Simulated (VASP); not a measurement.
Crystal: Sb.

```
Sb
1.0
     3.12240    0.00000    0.00000
     0.00000    4.34752    0.00000
    -0.03891    0.00000    4.40585
Sb
2
Direct
  0.01139 0.25000 0.24117
  0.98861 0.75000 0.75883
```

Base run:

```yaml
Program: VASP 6.6.1
Functional: PBE
Potentials_or_basis: VASP PAW PBE potentials, release 64 (Sb)
Cutoff: 400 eV
k_mesh: 9 × 6 × 6
Occupations: fermi-dirac, width 0.05 eV
Spin: no spin polarisation
```

Its results: band gap on the k mesh zero (band 5 reaches 12.22 eV, above the bottom of band 6 at 3.89 eV); pressure 0.4 GPa; largest force 0.061 eV/Å.

Problem. The run is repeated on the same cell with these changes: functional from PBE to r2SCAN; cutoff from 400 eV to 520 eV; further incar settings from ALGO = Normal; EDIFF = 1e-08; NBANDS = 12 to ALGO = Normal; EDIFF = 1e-06; NBANDS = 12. What comes out?

Solution. Band gap on the k mesh zero (band 5 reaches 12.43 eV, above the bottom of band 6 at 3.58 eV); pressure -0.8 GPa; largest force 0.048 eV/Å.

Caveats: spin-orbit coupling is left out, which moves the levels of the heavy elements; the PAW data sets were made with another functional, which shifts forces and pressure a little (some runs).
